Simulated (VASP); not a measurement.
# InGa2N3 (I4/mmm) in VASP: relaxation of cell and atoms with PBE

Aim: the relaxation of cell and atoms of InGa2N3 with PBE.

All numbers are computed with VASP 6.6.1; they aren't measurements. Logs are shortened: lines on timing, memory, paths and dates and some standing lists are left out, and cuts for length are marked.

**1. The cell of the first run**

Symmetry: I4/mmm, No. 139, tetragonal system. Conventional cell: a = 5.277 Å, b = 5.277 Å, c = 6.872 Å, α = 90.00°, β = 90.00°, γ = 90.00°. In (site symmetry 4/mmm) has 6 N at 2.64 to 3.44 Å and 8 Ga at 3.15 Å within 3.5 Å. Within 2.3 Å of Ga (site symmetry -4m2) lie 2 N at 1.72 Å. Within 3.5 Å of N (site symmetry 4/mmm) lie 4 N at 2.64 Å and 8 Ga at 3.15 Å and 2 In at 3.44 Å. Within 2.3 Å of N (site symmetry mmm) lie 2 Ga at 1.72 Å.

The cell was generated, and may not be a known phase.

**2. Relaxation of cell and atoms, PBE, collinear spin, ferromagnetic start**

The input, INCAR:

```
SYSTEM = InGa2N3
ALGO = Fast
EDIFF = 1E-7
EDIFFG = -0.04
ENCUT = 600
GGA = PE
IBRION = 2
ISIF = 3
ISMEAR = 0
ISPIN = 2
LASPH = .True.
LCHARG = .False.
LORBIT = 11
LREAL = .False.
LWAVE = .False.
MAGMOM = 0 0 0 1 1 1
NELM = 150
NSW = 90
PREC = Accurate
SIGMA = 0.1
```

The input, KPOINTS:

```
k-points
0
Gamma
  6 6 6
  0 0 0
```

The input, POSCAR:

```
InGa2N3
1.0
   -2.6384167400      2.6384167400      3.4359814800
    2.6384167400     -2.6384167400      3.4359814800
    2.6384167400      2.6384167400     -3.4359814800
In Ga N
1 2 3
Direct
    0.5000000000      0.5000000000      0.0000000000
    0.7500000000      0.2500000000      0.5000000000
    0.2500000000      0.7500000000      0.5000000000
    0.0000000000      0.0000000000      0.0000000000
    0.5000000000      0.0000000000      0.5000000000
    0.0000000000      0.5000000000      0.5000000000
```

Potentials or basis: VASP PAW PBE potentials, release 64 (In_d, Ga_d, N).

Started as:

```sh
$ cat potpaw_PBE.64/In_d/POTCAR potpaw_PBE.64/Ga_d/POTCAR potpaw_PBE.64/N/POTCAR > POTCAR
$ mpirun -np 1 vasp_std > vasp.out
```

OUTCAR:

```text
SYSTEM = InGa2N3
   EDIFF = 1E-7
   EDIFFG = -0.04
   ENCUT = 600
   GGA = PE
   IBRION = 2
   ISIF = 3
   ISMEAR = 0
   ISPIN = 2
   LASPH = .True.
   LORBIT = 11
   LREAL = .False.
   NELM = 150
   NSW = 90
   PREC = Accurate

 ion  position               nearest neighbor table
   1  0.500  0.500  0.000-   5 2.64   6 2.64   5 2.64   6 2.64   3 3.15   2 3.15   2 3.15   3 3.15
                             3 3.15   2 3.15   2 3.15   3 3.15
   2  0.750  0.250  0.500-   5 1.72   6 1.72   1 3.15   1 3.15   1 3.15   1 3.15
   3  0.250  0.750  0.500-   5 1.72   6 1.72   1 3.15   1 3.15   1 3.15   1 3.15
   4  0.000  0.000  0.000-
   5  0.500  0.000  0.500-   2 1.72   3 1.72   1 2.64   1 2.64
   6  0.000  0.500  0.500-   2 1.72   3 1.72   1 2.64   1 2.64

  LATTYP: Found a body centered tetragonal cell.
 ALAT       =     5.2768334800
 C/A-ratio  =     1.3022891448

  Lattice vectors:

 A1 = (  -2.6384167400,   2.6384167400,   3.4359814800)
 A2 = (   2.6384167400,  -2.6384167400,   3.4359814800)
 A3 = (   2.6384167400,   2.6384167400,  -3.4359814800)

Analysis of symmetry for initial positions (statically):
=====================================================================
 Subroutine PRICEL returns:
 Original cell was already a primitive cell.

 Routine SETGRP: Setting up the symmetry group for a
 body centered tetragonal supercell.

 Subroutine GETGRP returns: Found 16 space group operations
 (whereof 16 operations were pure point group operations)
 out of a pool of 16 trial point group operations.

The static configuration has the point symmetry D_4h.

Analysis of symmetry for dynamics (positions and initial velocities):
=====================================================================
 Subroutine PRICEL returns:
 Original cell was already a primitive cell.

 Routine SETGRP: Setting up the symmetry group for a
 body centered tetragonal supercell.

 Subroutine GETGRP returns: Found 16 space group operations
 (whereof 16 operations were pure point group operations)
 out of a pool of 16 trial point group operations.

The dynamic configuration has the point symmetry D_4h.

Analysis of structural, dynamic, and magnetic symmetry:
=====================================================================
 Subroutine PRICEL returns:
 Original cell was already a primitive cell.

 Routine SETGRP: Setting up the symmetry group for a
 body centered tetragonal supercell.

 Subroutine GETGRP returns: Found 16 space group operations
 (whereof 16 operations were pure point group operations)
 out of a pool of 16 trial point group operations.

The overall configuration has the point symmetry D_4h.

 Subroutine INISYM returns: Found 16 space group operations
 (whereof 16 operations are pure point group operations),
 and found     1 'primitive' translations

----------------------------------------------------------------------------------------

                                     Primitive cell

  volume of cell :      95.6748

  direct lattice vectors                    reciprocal lattice vectors
    -2.638416740  2.638416740  3.435981480     0.000000000  0.189507591  0.145518829
     2.638416740 -2.638416740  3.435981480     0.189507591  0.000000000  0.145518829
     2.638416740  2.638416740 -3.435981480     0.189507591  0.189507591  0.000000000

  length of vectors
     5.072322399  5.072322399  5.072322399     0.238932745  0.238932745  0.268004205

  position of ions in fractional coordinates (direct lattice)
     0.500000000  0.500000000  0.000000000
     0.750000000  0.250000000  0.500000000
     0.250000000  0.750000000  0.500000000
     0.000000000  0.000000000  0.000000000
     0.500000000  0.000000000  0.500000000
     0.000000000  0.500000000  0.500000000

  ion indices of the primitive-cell ions
   primitive index   ion index
                 1           1
                 2           2
                 3           3
                 4           4
                 5           5
                 6           6

----------------------------------------------------------------------------------------

 KPOINTS: k-points

Automatic generation of k-mesh.
 Grid dimensions read from file:
 generate k-points for:    6    6    6

 Generating k-lattice:

  Cartesian coordinates                     Fractional coordinates (reciprocal lattice)
     0.000000000  0.031584598  0.024253138     0.166666667  0.000000000  0.000000000
     0.031584598  0.000000000  0.024253138     0.000000000  0.166666667  0.000000000
     0.031584598  0.031584598  0.000000000     0.000000000  0.000000000  0.166666667

  Length of vectors
     0.039822124  0.039822124  0.044667368

  Shift w.r.t. Gamma in fractional coordinates (k-lattice)
     0.000000000  0.000000000  0.000000000

 Subroutine IBZKPT returns following result:
 ===========================================

 Found     30 irreducible k-points:

 Following reciprocal coordinates:
            Coordinates               Weight
  0.000000  0.000000  0.000000      1.000000
  0.166667  0.000000  0.000000      8.000000
  0.333333  0.000000 -0.000000      8.000000
  0.500000 -0.000000  0.000000      4.000000
  0.166667  0.166667  0.000000      8.000000
  0.333333  0.166667 -0.000000     16.000000
[... 16 lines left out ...]
 -0.333333 -0.333333  0.166667      8.000000
 -0.166667 -0.333333  0.166667      8.000000
 [... further k-points ...]
   k-points           NKPTS =     30   k-points in BZ     NKDIM =     30   number of bands    NBANDS=     34
   number of dos      NEDOS =    301   number of ions     NIONS =      6
   total plane-waves  NPLWV =  74088
   dimension x,y,z NGX =    42 NGY =   42 NGZ =   42
   dimension x,y,z NGXF=    84 NGYF=   84 NGZF=   84
   ions per type =               1   2   3
   NGX,Y,Z   is equivalent  to a cutoff of  13.77, 13.77, 13.77 a.u.
   NGXF,Y,Z  is equivalent  to a cutoff of  27.53, 27.53, 27.53 a.u.
 SYSTEM =  InGa2N3
   PREC   = accura    normal or accurate (medium, high low for compatibility)
   ISTART =      0    job   : 0-new  1-cont  2-samecut
   ICHARG =      2    charge: 1-file 2-atom 10-const
   ISPIN  =      2    spin polarized calculation?
   LNONCOLLINEAR =      F non collinear calculations
   LSORBIT =      F    spin-orbit coupling
   LASPH  =      T    aspherical Exc in radial PAW
   ENCUT  =  600.0 eV  44.10 Ry    6.64 a.u.  10.13 10.13 10.13*2*pi/ulx,y,z
   NELM   =    150;   NELMIN=  2; NELMDL= -5     # of ELM steps
   EDIFF  = 0.1E-06   stopping-criterion for ELM
   LREAL  =      F    real-space projection
   EDIFFG = -.4E-01   stopping-criterion for IOM
   NSW    =     90    number of steps for IOM
   IBRION =      2    ionic relax: 0-MD 1-quasi-New 2-CG
   NFREE  =      1    steps in history (QN), initial steepest desc. (CG)
   ISIF   =      3    stress and relaxation
   ISYM   =      2    0-nonsym 1-usesym 2-fastsym
   POTIM  = 0.5000    time-step for ionic-motion
   TEBEG  =    0.0;   TEEND  =   0.0 temperature during run
   PSTRESS=    0.0 pullay stress
   NELECT =      54.0000    total number of electrons
   NUPDOWN=      -1.0000    fix difference up-down
   EMIN   =  10.00;   EMAX   =-10.00  energy-range for DOS
   EFERMI =   0.00;   METHOD = LEGACY
   ISMEAR =     0;   SIGMA  =   0.10  broadening in eV -4-tet -1-fermi 0-gaus
   EFERMI_NEDOS =   21; number of points for ismear=-14 and -15
   IALGO  =     68    algorithm
   IMIX   =      4    mixing-type and parameters
     AMIX     =   0.40;   BMIX     =  1.00
     AMIX_MAG =   1.60;   BMIX_MAG =  1.00
  volume/ion in A,a.u.               =      15.95       107.61
  Fermi-wavevector in a.u.,A,eV,Ry     =   1.352924  2.556657 24.904167  1.830405
  Thomas-Fermi vector in A             =   2.480223
   LORBIT       =     11    0 simple, 1 ext, 2 COOP (PROOUT), +10 PAW based schemes
   GGA     = PE    functional components
   LHFCALC =     F    Hartree Fock is set to
   AEXX    =    0.0000 exact exchange contribution
   IVDW    =     0    specifies the selected vdW correction
   LEPSILON=     F    determine dielectric tensor
   LRPA    =     F    only Hartree local field effects (RPA)
 conjugate gradient relaxation of ions
 spin polarized calculation
 RMM-DIIS sequential band-by-band and
 Gauss-broadening in eV      SIGMA  =   0.10
  energy-cutoff  :      600.00
  volume of cell :       95.67
 maximum number of plane-waves:      3226
 NGX is ok and might be reduce to    42
   NGX = 21   NGY = 21   NGZ = 21

--------------------------------------- Ionic step        1  -------------------------------------------

 number of electron      53.9999993 magnetization       1.9974742

 Free energy of the ion-electron system (eV)
  ---------------------------------------------------
  ext. energy  EPLUGINS =         0.00000000
  ---------------------------------------------------
  free energy    TOTEN  =       -24.39772784 eV

  energy without entropy =      -24.39497003  energy(sigma->0) =      -24.39634894

 E-fermi :   5.0771     XC(G=0): -10.3200

 val. band max:        4.9814764635   @ k =  -0.1667  -0.3333   0.1667
 cond. band min:       5.1348852143   @ k =   0.5000   0.5000   0.1667
 fundamental gap:      0.1534087509
 Fermi energy:         5.0771419288

 spin component 1

 k-point     1 :       0.0000    0.0000    0.0000
  band No.  band energies     occupation
      1     -13.2026      1.00000
      2     -11.4054      1.00000
      3     -10.8373      1.00000
      4     -10.8262      1.00000
      5     -10.8181      1.00000
      6     -10.7931      1.00000
[... 3675 lines left out ...]
  FREE ENERGIE OF THE ION-ELECTRON SYSTEM (eV)
  ---------------------------------------------------
  free  energy   TOTEN  =       -24.5768765956 eV

  energy  without entropy=      -24.5697127914  energy(sigma->0) =      -24.57329469

[... ionic steps 4 to 8 ...]

--------------------------------------- Ionic step        9  -------------------------------------------

 number of electron      54.0000029 magnetization       2.0170895

------------------------ aborting loop because EDIFF is reached ----------------------------------------

  FORCE on cell =-STRESS in cart. coord.  units (eV):
  Direction    XX          YY          ZZ          XY          YZ          ZX
  --------------------------------------------------------------------------------------
  -------------------------------------------------------------------------------------
  Total        0.1190911      0.1190911     -0.6616394      0.0000000     -0.0000000      0.0000000
  in kB        1.5320942      1.5320942     -8.5119193      0.0000000     -0.0000000      0.0000000
  external PRESSURE =      -1.8159103 kB  Pullay stress =       0.0000000 kB
[... 65 lines left out ...]
  energy  without entropy=      -24.9198714348  energy(sigma->0) =      -24.92073923

--------------------------------------- Ionic step       11  -------------------------------------------

 number of electron      54.0000024 magnetization       2.0158090

 Free energy of the ion-electron system (eV)
  ---------------------------------------------------
  ext. energy  EPLUGINS =         0.00000000
  ---------------------------------------------------
  free energy    TOTEN  =       -24.92176804 eV

  energy without entropy =      -24.92003634  energy(sigma->0) =      -24.92090219

 E-fermi :   2.7683     XC(G=0):  -8.9007

 val. band max:        2.7242238889   @ k =  -0.3333   0.3333   0.0000
 cond. band min:       2.8166295888   @ k =  -0.1667  -0.1667   0.1667
 fundamental gap:      0.0924056999
 Fermi energy:         2.7683417982

 spin component 1

 k-point     1 :       0.0000    0.0000    0.0000
  band No.  band energies     occupation
      1     -15.1117      1.00000
      2     -13.5821      1.00000
      3     -13.0013      1.00000
      4     -12.9950      1.00000
      5     -12.9940      1.00000
      6     -12.9847      1.00000
[... 1550 lines left out ...]
 k-point    19 :      -0.1667    0.3333    0.1667
  band No.  band energies     occupation
      1     -14.9976      1.00000
      2     -13.7695      1.00000
      3     -13.0122      1.00000
      4     -13.0099      1.00000
      5     -13.0088      1.00000
      6     -13.0067      1.00000
      7     -12.9453      1.00000
      8     -12.9421      1.00000
      9     -12.8460      1.00000
     10     -12.8453      1.00000
     11     -1
```

It took 1.7 h on 1 thread of Oxide Virtual Turin-like, shared host; peak memory 0.45 GiB.

What came out:

```
Free energy                                           : -24.9218 eV
Relaxed volume                                        : 20.93 Å³/atom
Relaxed cell                                          : a = 5.483 Å, b = 5.483 Å, c = 5.483 Å, α = 112.95°, β = 112.95°, γ = 102.72°
Space group after relaxing (to 0.1 Å)                 : I4/mmm (No. 139)
Energy gained by relaxing                             : 87.3 meV/atom
Ionic steps                                           : 11
Pressure after relaxing                               : -0.1 GPa
Band gap on the k mesh                                : zero (filled and empty bands overlap)
Net moment                                            : 2.02 μB per cell
Site moments                                          : In -0.03; Ga -0.04; N +1.46, +0.06 (each value once) μB
Valence electrons inside the program's atomic spheres : In 11.21; Ga 11.91; N 3.31, 3.72 (each value once)
```

Step by step:
| step | energy change (eV) | largest force (eV/Å) | pressure (GPa) | volume (Å³) |
| --- | --- | --- | --- | --- |
| 1 | 0.0000 | 0.0000 | 8.46 | 95.67 |
| 2 | -0.1149 | 0.0000 | -2.35 | 107.79 |
| 3 | -0.1791 | 0.0000 | 0.79 | 102.67 |
| 4 | -0.2577 | 0.0000 | 0.73 | 105.44 |
| 5 | -0.4464 | 0.0000 | 1.78 | 113.76 |
| 6 | -0.0624 | 0.0000 | 7.22 | 130.31 |
| 7 | -0.4786 | 0.0000 | 2.57 | 117.15 |
| 8 | -0.5171 | 0.0000 | 0.73 | 121.84 |
| 9 | -0.5226 | 0.0000 | -0.18 | 124.54 |
| 10 | -0.5239 | 0.0000 | -0.11 | 125.29 |
| 11 | -0.5240 | 0.0000 | -0.07 | 125.59 |

Final structure:
```cif
data_structure
_symmetry_space_group_name_H-M 'P 1'
_symmetry_Int_Tables_number 1
_cell_length_a 5.4830
_cell_length_b 5.4830
_cell_length_c 5.4830
_cell_angle_alpha 112.950
_cell_angle_beta 112.950
_cell_angle_gamma 102.717
_cell_volume 125.59
loop_
_atom_site_label
_atom_site_type_symbol
_atom_site_fract_x
_atom_site_fract_y
_atom_site_fract_z
_atom_site_occupancy
In1 In 0.50000 0.50000 0.00000 1
Ga1 Ga 0.75000 0.25000 0.50000 1
Ga2 Ga 0.25000 0.75000 0.50000 1
N1 N 0.00000 0.00000 0.00000 1
N2 N 0.50000 0.00000 0.50000 1
N3 N 0.00000 0.50000 0.50000 1
```

Caveat: the volume moved by over 15 % at a fixed basis, so the end points are rough; spin-orbit coupling is left out, which moves the levels of the heavy elements.

The gap in the log of VASP goes by the Fermi energy; the results here count the filled bands.